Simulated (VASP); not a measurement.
# Fe (Fm-3m) in VASP: single point with PBE

Aim: the single point of Fe with PBE.

Program: VASP 6.6.1. These are calculated values, not measurements. Logs are shortened: lines on timing, memory, paths and dates and some standing lists are left out, and cuts for length are marked.

### Step 1. The cell of the first run

The structure is cubic, space group Fm-3m (No. 225). Conventional cell: a = 3.510 Å, b = 3.510 Å, c = 3.510 Å, α = 90.00°, β = 90.00°, γ = 90.00°. Fe (site symmetry m-3m) has 12 Fe at 2.48 Å within 3.3 Å.

This isn't the form of Fe at room conditions, which is bcc.

### Step 2. Single point, PBE

The input, INCAR:

```
SYSTEM = Fe
ALGO = Normal
EDIFF = 1E-6
ENCUT = 600
GGA = PE
GGA_COMPAT = .False.
ISIF = 2
ISMEAR = -1
LASPH = .True.
LCHARG = .False.
LREAL = .False.
LWAVE = .False.
NBANDS = 10
NELM = 120
PREC = Accurate
SIGMA = 0.0577
```

The input, KPOINTS:

```
k-points
0
Gamma
  16 16 16
  0 0 0
```

The input, POSCAR:

```
Fe
1.0
    0.0000000000      1.7552300000      1.7552300000
    1.7552300000      0.0000000000      1.7552300000
    1.7552300000      1.7552300000      0.0000000000
Fe
1
Direct
    0.0000000000      0.0000000000      0.0000000000
```

Potentials or basis: VASP PAW PBE potentials, release 64 (Fe).

Command:

```
cat potpaw_PBE.64/Fe/POTCAR > POTCAR
mpirun -np 1 vasp_std > vasp.out
```

OUTCAR:

```text
SYSTEM = Fe
   EDIFF = 1E-6
   ENCUT = 600
   GGA = PE
   ISIF = 2
   ISMEAR = -1
   LASPH = .True.
   LREAL = .False.
   NELM = 120
   PREC = Accurate

 ion  position               nearest neighbor table
   1  0.000  0.000  0.000-

  LATTYP: Found a face centered cubic cell.
 ALAT       =     3.5104600000

  Lattice vectors:

 A1 = (   0.0000000000,   1.7552300000,   1.7552300000)
 A2 = (   1.7552300000,   0.0000000000,   1.7552300000)
 A3 = (   1.7552300000,   1.7552300000,   0.0000000000)

Analysis of symmetry for initial positions (statically):
=====================================================================
 Subroutine PRICEL returns:
 Original cell was already a primitive cell.

 Routine SETGRP: Setting up the symmetry group for a
 face centered cubic supercell.

 Subroutine GETGRP returns: Found 48 space group operations
 (whereof 48 operations were pure point group operations)
 out of a pool of 48 trial point group operations.

The static configuration has the point symmetry O_h .

Analysis of symmetry for dynamics (positions and initial velocities):
=====================================================================
 Subroutine PRICEL returns:
 Original cell was already a primitive cell.

 Routine SETGRP: Setting up the symmetry group for a
 face centered cubic supercell.

 Subroutine GETGRP returns: Found 48 space group operations
 (whereof 48 operations were pure point group operations)
 out of a pool of 48 trial point group operations.

The dynamic configuration has the point symmetry O_h .

 Subroutine INISYM returns: Found 48 space group operations
 (whereof 48 operations are pure point group operations),
 and found     1 'primitive' translations

----------------------------------------------------------------------------------------

                                     Primitive cell

  volume of cell :      10.8151

  direct lattice vectors                    reciprocal lattice vectors
     0.000000000  1.755230000  1.755230000    -0.284862952  0.284862952  0.284862952
     1.755230000  0.000000000  1.755230000     0.284862952 -0.284862952  0.284862952
     1.755230000  1.755230000  0.000000000     0.284862952  0.284862952 -0.284862952

  length of vectors
     2.482270071  2.482270071  2.482270071     0.493397107  0.493397107  0.493397107

  position of ions in fractional coordinates (direct lattice)
     0.000000000  0.000000000  0.000000000

  ion indices of the primitive-cell ions
   primitive index   ion index
[... 72 lines left out ...]
   NELM   =    120;   NELMIN=  2; NELMDL= -5     # of ELM steps
   EDIFF  = 0.1E-05   stopping-criterion for ELM
   LREAL  =      F    real-space projection
   EDIFFG = 0.1E-04   stopping-criterion for IOM
   NSW    =      0    number of steps for IOM
   IBRION =     -1    ionic relax: 0-MD 1-quasi-New 2-CG
   NFREE  =      0    steps in history (QN), initial steepest desc. (CG)
   ISIF   =      2    stress and relaxation
   ISYM   =      2    0-nonsym 1-usesym 2-fastsym
   POTIM  = 0.5000    time-step for ionic-motion
   TEBEG  =    0.0;   TEEND  =   0.0 temperature during run
   PSTRESS=    0.0 pullay stress
   NELECT =       8.0000    total number of electrons
   NUPDOWN=      -1.0000    fix difference up-down
   EMIN   =  10.00;   EMAX   =-10.00  energy-range for DOS
   EFERMI =   0.00;   METHOD = LEGACY
   ISMEAR =    -1;   SIGMA  =   0.06  broadening in eV -4-tet -1-fermi 0-gaus
   EFERMI_NEDOS =   21; number of points for ismear=-14 and -15
   IALGO  =     38    algorithm
   IMIX   =      4    mixing-type and parameters
     AMIX     =   0.40;   BMIX     =  1.00
     AMIX_MAG =   1.60;   BMIX_MAG =  1.00
  volume/ion in A,a.u.               =      10.82        72.98
  Fermi-wavevector in a.u.,A,eV,Ry     =   1.480565  2.797862 29.824958  2.192073
  Thomas-Fermi vector in A             =   2.594583
   LORBIT       =      0    0 simple, 1 ext, 2 COOP (PROOUT), +10 PAW based schemes
   GGA     = PE    functional components
   LHFCALC =     F    Hartree Fock is set to
   AEXX    =    0.0000 exact exchange contribution
   IVDW    =     0    specifies the selected vdW correction
   LEPSILON=     F    determine dielectric tensor
   LRPA    =     F    only Hartree local field effects (RPA)
 non-spin polarized calculation
  energy-cutoff  :      600.00
  volume of cell :       10.82
 maximum number of plane-waves:       376
   NGX =  9   NGY =  9   NGZ =  9

 number of electron       7.9999999 magnetization

 Free energy of the ion-electron system (eV)
  ---------------------------------------------------
  ext. energy  EPLUGINS =         0.00000000
  ---------------------------------------------------
  free energy    TOTEN  =        -8.05906964 eV

  energy without entropy =       -8.03946995  energy(sigma->0) =       -8.04926980

 E-fermi :   6.2080     XC(G=0): -13.4473

 val. band max:        6.1989674237   @ k =  -0.3125   0.5000   0.1875
 cond. band min:       6.2131832162   @ k =  -0.3750   0.4375   0.1875
 fundamental gap:      0.0142157925
 Fermi energy:         6.2079651321

 k-point     1 :       0.0000    0.0000    0.0000
  band No.  band energies     occupation
      1      -2.3208      2.00000
      2       4.6949      2.00000
      3       4.6949      2.00000
      4       4.6949      2.00000
      5       6.1240      1.62144
      6       6.1240      1.62144
      7      29.0574      0.00000
      8      34.1683      0.00000
      9      34.1683      0.00000
     10      34.1683      0.00000
[... 287 lines left out ...]
 k-point    24 :      -0.0625    0.0625    0.0000
  band No.  band energies     occupation
      1      -1.8998      2.00000
      2       4.5354      2.00000
      3       4.8047      2.00000
      4       4.8264      2.00000
      5       6.0047      1.94270
      6       6.1428      1.51176
      7      28.4168      0.00000
      8      30.7984      0.00000
      9      32.8913      0.00000
     10      34.7076      0.00000

 [... further k-points ...]
[... 5 lines left out ...]
  --------------------------------------------------------------------------------------
  -------------------------------------------------------------------------------------
  Total       -0.9300173     -0.9300173     -0.9300173      0.0000000     -0.0000000     -0.0000000
  in kB     -137.7747174   -137.7747174   -137.7747174      0.0000000     -0.0000000     -0.0000000
  external PRESSURE =    -137.7747174 kB  Pullay stress =       0.0000000 kB

 VOLUME and BASIS-vectors are now :
 -----------------------------------------------------------------------------
  energy-cutoff  :      600.00
  volume of cell :       10.82
      direct lattice vectors                 reciprocal lattice vectors
     0.000000000  1.755230000  1.755230000    -0.284862952  0.284862952  0.284862952
     1.755230000  0.000000000  1.755230000     0.284862952 -0.284862952  0.284862952
     1.755230000  1.755230000  0.000000000     0.284862952  0.284862952 -0.284862952

 POSITION                                       TOTAL-FORCE (eV/Angst)
 -----------------------------------------------------------------------------------
      0.00000      0.00000      0.00000         0.000000      0.000000      0.000000
 -----------------------------------------------------------------------------------
    total drift:                                0.000000     -0.000000     -0.000000

  FREE ENERGIE OF THE ION-ELECTRON SYSTEM (eV)
  ---------------------------------------------------
  free  energy   TOTEN  =        -8.0590696447 eV

  energy  without entropy=       -8.0394699536  energy(sigma->0) =       -8.04926980
```

stdout:

```text
POSCAR found type information on POSCAR Fe
 POSCAR found :  1 types and       1 ions
 scaLAPACK will be used
 LDA part: xc-table for (Slater+PW92), standard interpolation
 POSCAR, INCAR and KPOINTS ok, starting setup
 FFT: planning ... GRIDC
 FFT: planning ... GRID_SOFT
 FFT: planning ... GRID
 WAVECAR not read
 entering main loop
```

Run time: 25 s. Hardware: 1 thread of Intel Xeon 8259CL, shared host; peak memory 0.14 GiB.

Results:

```yaml
Free_energy: -8.0591 eV
Pressure: -13.8 GPa
Band_gap_on_the_k_mesh: zero (bands 4 and 5 overlap by 1.92 eV)
```

Levels at points of the mesh, in eV from the Fermi level:
```tsv
k point	band 2	band 3	band 4	band 5	band 6	band 7
(0.00, 0.00, 0.00)	-1.51	-1.51	-1.51	-0.08	-0.08	22.85
(0.50, 0.00, 0.00)	-1.60	-1.60	0.19	0.90	0.90	7.79
(0.50, 0.50, 0.00)	-3.88	0.87	1.15	1.15	3.11	11.13
```

Caveat: the cell stands under tension; the run has no spin polarisation, though such a crystal can be magnetic. Spin polarisation is off, so any magnetic state and its effect on volume and gap are missing.
